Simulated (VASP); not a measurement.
# BaTiO3 (Pm) in VASP: further runs

BaTiO3 is run at these levels: PBE+U; tasks: single point.

Program: VASP 6.6.1. These are calculated values, not measurements. Logs are shortened: lines on timing, memory, paths and dates and some standing lists are left out, and cuts for length are marked.

### Step 1. The cell of the first run

The structure is monoclinic, space group Pm (No. 6). Conventional cell: a = 4.072 Å, b = 4.008 Å, c = 4.072 Å, α = 90.00°, β = 90.25°, γ = 90.00°. Within 3.6 Å of Ba (site symmetry m) lie 12 O at 2.54 to 3.25 Å and 8 Ti at 3.46 to 3.57 Å. Within 2.5 Å of Ti (site symmetry m) lie 6 O at 1.89 to 2.19 Å. O (site symmetry m) has 2 Ti at 2.04 Å and 4 O at 2.52 to 2.76 Å and 2 Ba at 2.54 to 2.67 Å within 2.8 Å. Within 2.6 Å of O (site symmetry m) lie 2 Ti at 1.89 to 2.19 Å and 2 O at 2.52 Å. O (site symmetry m) has 2 Ti at 1.89 to 2.19 Å within 2.5 Å.

### Step 2. Single point, PBE+U (atom 3 (O) moved by (-0.225, +0.450) A along y and z)

Input file INCAR:

```
PREC = Accurate
ENCUT = 520
EDIFF = 1E-7
ISMEAR = 0
SIGMA = 0.05
LREAL = F
LASPH = T
NELM = 150
ALGO = Normal
ISIF = 2
LWAVE = F
LCHARG = F
LMAXMIX = 4
LDAU = T
LDAUTYPE = 2
LDAUL = -1 2 -1
LDAUU = 0 4 0
LDAUJ = 0 0 0
LDAUPRINT = 1
GGA = PE
NBANDS = 28
```

Input file KPOINTS:

```
Automatic mesh
0
Gamma
  6 6 6
```

Input file POSCAR:

```
BaTiO3
1.0
    4.0082194129      0.0000000000      0.0000000000
    0.0000000000      2.8732814832      2.8859184405
    0.0000000000     -2.8732814832      2.8859184405
Ba Ti O
1 1 3
Direct
    0.0000000000      0.0080771898      0.0080771898
    0.5000000000      0.5197092923      0.5197092923
    0.0000000000      0.5304377688      0.6087454464
    0.5000000000      0.4938075436      0.9829991481
    0.5000000000      0.9829991481      0.4938075436
```

Potentials or basis: VASP PAW PBE potentials, release 64 (Ba_sv, Ti_sv, O).

Command:

```console
$ cat potpaw_PBE.64/Ba_sv/POTCAR potpaw_PBE.64/Ti_sv/POTCAR potpaw_PBE.64/O/POTCAR > POTCAR
$ mpirun -np 1 vasp_std > vasp.out
```

OUTCAR:

```text
PREC = Accurate
   ENCUT = 520
   EDIFF = 1E-7
   ISMEAR = 0
   LREAL = F
   LASPH = T
   NELM = 150
   ISIF = 2
   GGA = PE

 ion  position               nearest neighbor table
   1  0.000  0.008  0.008-   3 2.54   3 2.67   4 2.82   5 2.82   4 2.82   5 2.82   5 2.90   4 2.90
                             5 2.90   4 2.90   3 3.12   3 3.25   2 3.46   2 3.46   2 3.50   2 3.50
   2  0.500  0.520  0.520-   4 1.89   5 1.89   3 2.04   3 2.04   5 2.19   4 2.19   1 3.46   1 3.46
                             1 3.50   1 3.50   1 3.50   1 3.50   1 3.57   1 3.57
   3  0.000  0.530  0.609-   2 2.04   2 2.04   1 2.54   1 2.67   1 3.12   1 3.25
   4  0.500  0.494  0.983-   2 1.89   2 2.19   1 2.82   1 2.82   1 2.90   1 2.90
   5  0.500  0.983  0.494-   2 1.89   2 2.19   1 2.82   1 2.82   1 2.90   1 2.90

  LATTYP: Found a base centered orthorhombic cell.
 ALAT       =     5.7465629664
 B/A-ratio  =     1.0043980923
 C/A-ratio  =     0.6974985633

  Lattice vectors:

 A1 = (   0.0000000000,   2.8732814832,  -2.8859184405)
 A2 = (   0.0000000000,   2.8732814832,   2.8859184405)
 A3 = (   4.0082194129,   0.0000000000,   0.0000000000)

Analysis of symmetry for initial positions (statically):
=====================================================================
 Subroutine PRICEL returns:
 Original cell was already a primitive cell.

 Routine SETGRP: Setting up the symmetry group for a
 base centered orthorhombic supercell.

 Subroutine GETGRP returns: Found  2 space group operations
 (whereof  2 operations were pure point group operations)
 out of a pool of  8 trial point group operations.

The static configuration has the point symmetry C_1h.

Analysis of symmetry for dynamics (positions and initial velocities):
=====================================================================
 Subroutine PRICEL returns:
 Original cell was already a primitive cell.

 Routine SETGRP: Setting up the symmetry group for a
 base centered orthorhombic supercell.

 Subroutine GETGRP returns: Found  2 space group operations
 (whereof  2 operations were pure point group operations)
 out of a pool of  8 trial point group operations.

The dynamic configuration has the point symmetry C_1h.

 Subroutine INISYM returns: Found  2 space group operations
 (whereof  2 operations are pure point group operations),
 and found     1 'primitive' translations

----------------------------------------------------------------------------------------

                                     Primitive cell

  volume of cell :      66.4728

  direct lattice vectors                    reciprocal lattice vectors
     4.008219413  0.000000000  0.000000000     0.249487340  0.000000000  0.000000000
     0.000000000  2.873281483  2.885918440     0.000000000  0.174017061  0.173255070
     0.000000000 -2.873281483  2.885918440     0.000000000 -0.174017061  0.173255070

  length of vectors
     4.008219413  4.072379124  4.072379124     0.249487340  0.245559070  0.245559070

  position of ions in fractional coordinates (direct lattice)
     0.000000000  0.008077190  0.008077190
     0.500000000  0.519709292  0.519709292
     0.000000000  0.530437769  0.608745446
     0.500000000  0.493807544  0.982999148
     0.500000000  0.982999148  0.493807544

  ion indices of the primitive-cell ions
   primitive index   ion index
                 1           1
                 2           2
                 3           3
                 4           4
                 5           5

----------------------------------------------------------------------------------------

 KPOINTS: Automatic mesh

Automatic generation of k-mesh.
 Grid dimensions read from file:
 generate k-points for:    6    6    6

 Generating k-lattice:

  Cartesian coordinates                     Fractional coordinates (reciprocal lattice)
[... 55 lines left out ...]
   LNONCOLLINEAR =      F non collinear calculations
   LSORBIT =      F    spin-orbit coupling
   LASPH  =      T    aspherical Exc in radial PAW
   ENCUT  =  520.0 eV  38.22 Ry    6.18 a.u.   7.45  7.57  7.57*2*pi/ulx,y,z
   NELM   =    150;   NELMIN=  2; NELMDL= -5     # of ELM steps
   EDIFF  = 0.1E-06   stopping-criterion for ELM
   LREAL  =      F    real-space projection
   EDIFFG = 0.1E-05   stopping-criterion for IOM
   NSW    =      0    number of steps for IOM
   IBRION =     -1    ionic relax: 0-MD 1-quasi-New 2-CG
   NFREE  =      0    steps in history (QN), initial steepest desc. (CG)
   ISIF   =      2    stress and relaxation
   ISYM   =      2    0-nonsym 1-usesym 2-fastsym
   POTIM  = 0.5000    time-step for ionic-motion
   TEBEG  =    0.0;   TEEND  =   0.0 temperature during run
   PSTRESS=    0.0 pullay stress
   NELECT =      40.0000    total number of electrons
   NUPDOWN=      -1.0000    fix difference up-down
   EMIN   =  10.00;   EMAX   =-10.00  energy-range for DOS
   EFERMI =   0.00;   METHOD = LEGACY
   ISMEAR =     0;   SIGMA  =   0.05  broadening in eV -4-tet -1-fermi 0-gaus
   EFERMI_NEDOS =   21; number of points for ismear=-14 and -15
   IALGO  =     38    algorithm
   IMIX   =      4    mixing-type and parameters
     AMIX     =   0.40;   BMIX     =  1.00
     AMIX_MAG =   1.60;   BMIX_MAG =  1.00
  volume/ion in A,a.u.               =      13.29        89.72
  Fermi-wavevector in a.u.,A,eV,Ry     =   1.382124  2.611835 25.990747  1.910266
  Thomas-Fermi vector in A             =   2.506844
   LORBIT       =      0    0 simple, 1 ext, 2 COOP (PROOUT), +10 PAW based schemes
 LDA+U is selected, type is set to LDAUTYPE =  2
   angular momentum for each species LDAUL =    -1    2   -1
   U (eV)           for each species LDAUU =   0.0  4.0  0.0
   J (eV)           for each species LDAUJ =   0.0  0.0  0.0
   GGA     = PE    functional components
   LHFCALC =     F    Hartree Fock is set to
   AEXX    =    0.0000 exact exchange contribution
   IVDW    =     0    specifies the selected vdW correction
   LEPSILON=     F    determine dielectric tensor
   LRPA    =     F    only Hartree local field effects (RPA)
 non-spin polarized calculation
 Gauss-broadening in eV      SIGMA  =   0.05
  energy-cutoff  :      520.00
  volume of cell :       66.47
 maximum number of plane-waves:      1811
 NGX is ok and might be reduce to    30
   NGX = 15   NGY = 15   NGZ = 15

atom =   2  type =  2  l = 2

 onsite density matrix

spin component  1

  0.1029  0.0000  0.0000  0.0012  0.0000
  0.0000  0.2442 -0.0014  0.0000  0.0009
  0.0000 -0.0014  0.1423  0.0000 -0.0488
  0.0012  0.0000  0.0000  0.0982  0.0000
  0.0000  0.0009 -0.0488  0.0000  0.2141

spin component  2

  0.1029  0.0000  0.0000  0.0012  0.0000
  0.0000  0.2442 -0.0014  0.0000  0.0009
  0.0000 -0.0014  0.1423  0.0000 -0.0488
  0.0012  0.0000  0.0000  0.0982  0.0000
  0.0000  0.0009 -0.0488  0.0000  0.2141

 occupancies and eigenvectors

  o =  0.0979  v = -0.2404  0.0000  0.0000  0.9707  0.0000  0.0000  0.0000  0.0000  0.0000  0.0000      0.0000  0.0000  0.0000  0.0000  0.0000  0.0000  0.0000  0.0000  0.0000  0.0000
  o =  0.0979  v =  0.0000  0.0000  0.0000  0.0000  0.0000 -0.2404  0.0000  0.0000  0.9707  0.0000      0.0000  0.0000  0.0000  0.0000  0.0000  0.0000  0.0000  0.0000  0.0000  0.0000
  o =  0.1032  v =  0.0000  0.0000  0.0000  0.0000  0.0000 -0.9707  0.0000  0.0000 -0.2404  0.0000      0.0000  0.0000  0.0000  0.0000  0.0000  0.0000  0.0000  0.0000  0.0000  0.0000
  o =  0.1032  v = -0.9707  0.0000  0.0000 -0.2404  0.0000  0.0000  0.0000  0.0000  0.0000  0.0000      0.0000  0.0000  0.0000  0.0000  0.0000  0.0000  0.0000  0.0000  0.0000  0.0000
  o =  0.1175  v =  0.0000  0.0069  0.8924  0.0000  0.4512  0.0000  0.0000  0.0000  0.0000  0.0000      0.0000  0.0000  0.0000  0.0000  0.0000  0.0000  0.0000  0.0000  0.0000  0.0000
  o =  0.1175  v =  0.0000  0.0000  0.0000  0.0000  0.0000  0.0000  0.0069  0.8924  0.0000  0.4512      0.0000  0.0000  0.0000  0.0000  0.0000  0.0000  0.0000  0.0000  0.0000  0.0000
  o =  0.2385  v =  0.0000  0.2408  0.4365  0.0000 -0.8669  0.0000  0.0000  0.0000  0.0000  0.0000      0.0000  0.0000  0.0000  0.0000  0.0000  0.0000  0.0000  0.0000  0.0000  0.0000
  o =  0.2385  v =  0.0000  0.0000  0.0000  0.0000  0.0000  0.0000  0.2408  0.4365  0.0000 -0.8669      0.0000  0.0000  0.0000  0.0000  0.0000  0.0000  0.0000  0.0000  0.0000  0.0000
  o =  0.2446  v =  0.0000  0.0000  0.0000  0.0000  0.0000  0.0000 -0.9705  0.1147  0.0000 -0.2119      0.0000  0.0000  0.0000  0.0000  0.0000  0.0000  0.0000  0.0000  0.0000  0.0000
  o =  0.2446  v =  0.0000 -0.9705  0.1147  0.0000 -0.2119  0.0000  0.0000  0.0000  0.0000  0.0000      0.0000  0.0000  0.0000  0.0000  0.0000  0.0000  0.0000  0.0000  0.0000  0.0000

 number of electron      39.9999989 magnetization

 Free energy of the ion-electron system (eV)
  ---------------------------------------------------
  ext. energy  EPLUGINS =         0.00000000
  ---------------------------------------------------
  free energy    TOTEN  =       -36.64245202 eV

  energy without entropy =      -36.64245202  energy(sigma->0) =      -36.64245202

 E-fermi :   4.3246     XC(G=0): -11.0535

 val. band max:        3.9550836914   @ k =   0.5000   0.5000   0.5000
 cond. band min:       6.0673402553   @ k =   0.0000   0.0000   0.0000
 fundamental gap:      2.1122565639
 Fermi energy:         4.3245919558

 k-point     1 :       0.0000    0.0000    0.0000
  band No.  band energies     occupation
      1     -54.0497      2.00000
      2     -30.2387      2.00000
      3     -30.2265      2.00000
      4     -30.1955      2.00000
      5     -21.1419      2.00000
      6     -13.1872      2.00000
[... 733 lines left out ...]
     27      11.6798      0.00000
     28      12.1613      0.00000

 [... further k-points ...]

------------------------ aborting loop because EDIFF is reached ----------------------------------------

  FORCE on cell =-STRESS in cart. coord.  units (eV):
  Direction    XX          YY          ZZ          XY          YZ          ZX
  --------------------------------------------------------------------------------------
  -------------------------------------------------------------------------------------
  Total        2.4327479      2.2463316      1.6913394      0.0000000      0.1205876      0.0000000
  in kB       58.6359513     54.1428028     40.7659561      0.0000000      2.9064949      0.0000000
  external PRESSURE =      51.1815701 kB  Pullay stress =       0.0000000 kB

 VOLUME and BASIS-vectors are now :
 -----------------------------------------------------------------------------
  energy-cutoff  :      520.00
  volume of cell :       66.47
      direct lattice vectors                 reciprocal lattice vectors
     4.008219413  0.000000000  0.000000000     0.249487340  0.000000000  0.000000000
     0.000000000  2.873281483  2.885918440     0.000000000  0.174017061  0.173255070
     0.000000000 -2.873281483  2.885918440     0.000000000 -0.174017061  0.173255070

 POSITION                                       TOTAL-FORCE (eV/Angst)
 -----------------------------------------------------------------------------------
      0.00000      0.00000      0.04662         0.000000     -0.126564      0.387478
      2.00411      0.00000      2.99968         0.000000     -0.247251     -0.004351
      0.00000     -0.22500      3.28759         0.000000      1.222394     -2.461070
      2.00411     -1.40559      4.26194         0.000000     -1.730468      1.543806
      2.00411      1.40559      4.26194         0.000000      0.881889      0.534138
 -----------------------------------------------------------------------------------
    total drift:                                0.000000     -0.000055     -0.000415

  FREE ENERGIE OF THE ION-ELECTRON SYSTEM (eV)
  ---------------------------------------------------
  free  energy   TOTEN  =       -36.6424520220 eV

  energy  without entropy=      -36.6424520220  energy(sigma->0) =      -36.64245202
```

Wall time 82 s (1 thread of Intel Xeon 6975P-C (Granite Rapids), shared host); peak memory 0.27 GiB.

What came out:

* Free energy: -36.6425 eV
* Pressure: 5.1 GPa
* Largest force: 2.748 eV/Å
* Band gap on the k mesh: 2.11 eV (least direct gap 2.42 eV)

Forces in eV/Å, atoms in the order of the input:
```
Ba   0.000 -0.127  0.387
Ti   0.000 -0.247 -0.004
O    0.000  1.222 -2.461
O    0.000 -1.730  1.544
O    0.000  0.882  0.534
```

Stress tensor (GPa, compression positive):
```
5.86 0.00 0.00
0.00 5.41 0.29
0.00 0.29 4.08
```

Eigenvalues of the final occupation matrices:
| site | spin | trace | eigenvalues |
| --- | --- | --- | --- |
| site 2 d | 1 | 0.80 | 0.10 0.10 0.12 0.24 0.24 |
| site 2 d | 2 | 0.80 | 0.10 0.10 0.12 0.24 0.24 |

Caveat: the cell differs from its parent crystal (atom 3 (O) moved by (-0.225, +0.450) A along y and z); the cell stands under pressure; spin-orbit coupling is left out, which moves the levels of the heavy elements; forces of over 1 eV/Å act on the atoms, so gaps and moduli don't describe the material at rest.

### Step 3. Single point, PBE+U (atom 3 (O) moved by (-0.225, -0.225) A along y and z)

Input file INCAR:

```
SYSTEM = BaTiO3
  PREC = Accurate
  ENCUT = 520
  EDIFF = 1E-6
  ISMEAR = 0
  SIGMA = 0.05
  LREAL = .FALSE.
  LASPH = .TRUE.
  NELM = 150
  ALGO = Normal
  ISIF = 2
  LWAVE = .FALSE.
  LCHARG = .FALSE.
  LMAXMIX = 4
  LDAU = .TRUE.
  LDAUTYPE = 2
  LDAUL = -1 2 -1
  LDAUU = 0 4 0
  LDAUJ = 0 0 0
  LDAUPRINT = 1
  GGA = PE
  NBANDS = 28
```

Input file KPOINTS:

```
regular mesh
0
G
  6 6 6
  0 0 0
```

POSCAR, as its differences from that of step 2:

```diff
@@ -10,3 +10,3 @@
     0.5000000000      0.5197092923      0.5197092923
-    0.0000000000      0.5304377688      0.6087454464
+    0.0000000000      0.4134905969      0.4917982745
     0.5000000000      0.4938075436      0.9829991481
```

Potentials or basis: VASP PAW PBE potentials, release 64 (Ba_sv, Ti_sv, O).

Command:

```console
$ cat potpaw_PBE.64/Ba_sv/POTCAR potpaw_PBE.64/Ti_sv/POTCAR potpaw_PBE.64/O/POTCAR > POTCAR
$ mpirun -np 1 vasp_std > vasp.out
```

Run time: 65 s. Hardware: 1 thread of Intel Xeon 6975P-C (Granite Rapids), shared host; peak memory 0.27 GiB.

The run converged. Its results:

| Quantity | Value |
| --- | --- |
| Free energy | -37.0203 eV |
| Pressure | 3.8 GPa |
| Largest force | 1.866 eV/Å |
| Band gap on the k mesh | 2.45 eV (least direct gap 2.84 eV) |

Forces in eV/Å, atoms in the order of the input:
```
Ba   0.000 -0.125 -0.339
Ti   0.000 -0.364 -0.956
O    0.000  1.208  1.422
O    0.000 -0.166  0.414
O    0.000 -0.552 -0.541
```

Stress tensor (GPa, compression positive):
```
 1.71  0.00  0.00
 0.00  4.30 -0.81
 0.00 -0.81  5.29
```

Levels at points of the mesh, in eV from the valence-band top:
```csv
k point,band 16,band 17,band 18,band 19,band 20,band 21,band 22,band 23,band 24,band 25
"(0.00, 0.00, 0.00)",-1.27,-1.17,-0.73,-0.61,-0.39,2.45,2.73,3.36,4.07,4.15
"(0.50, 0.00, 0.00)",-2.11,-1.52,-1.11,-1.10,-1.05,2.78,3.39,3.74,4.03,4.99
"(0.00, 0.50, 0.00)",-1.99,-1.94,-1.63,-0.81,-0.63,2.66,3.94,4.12,4.22,5.74
"(0.00, 0.00, 0.50)",-1.78,-1.67,-1.65,-1.20,-0.94,3.38,3.94,3.95,4.29,5.69
"(0.50, 0.50, 0.00)",-2.38,-1.89,-1.00,-0.97,-0.01,3.77,3.95,4.03,4.47,6.52
"(0.50, 0.00, 0.50)",-2.07,-1.73,-1.06,-0.96,-0.14,3.58,3.95,4.28,4.31,6.86
"(0.00, 0.50, 0.50)",-2.54,-1.28,-0.97,-0.78,-0.24,3.93,4.25,4.31,4.81,7.20
"(0.50, 0.50, 0.50)",-2.21,-2.11,-0.16,-0.13,0.00,4.05,4.41,4.48,5.76,6.36
```

Eigenvalues of the final occupation matrices:
```
    site  spin  trace               eigenvalues
site 2 d     1   0.80  0.10 0.11 0.12 0.22 0.24
site 2 d     2   0.80  0.10 0.11 0.12 0.22 0.24
```

Caveat: the cell differs from its parent crystal (atom 3 (O) moved by (-0.225, -0.225) A along y and z); the cell stands under pressure; spin-orbit coupling is left out, which moves the levels of the heavy elements; forces of over 1 eV/Å act on the atoms, so gaps and moduli don't describe the material at rest. A k mesh can miss the band edges.
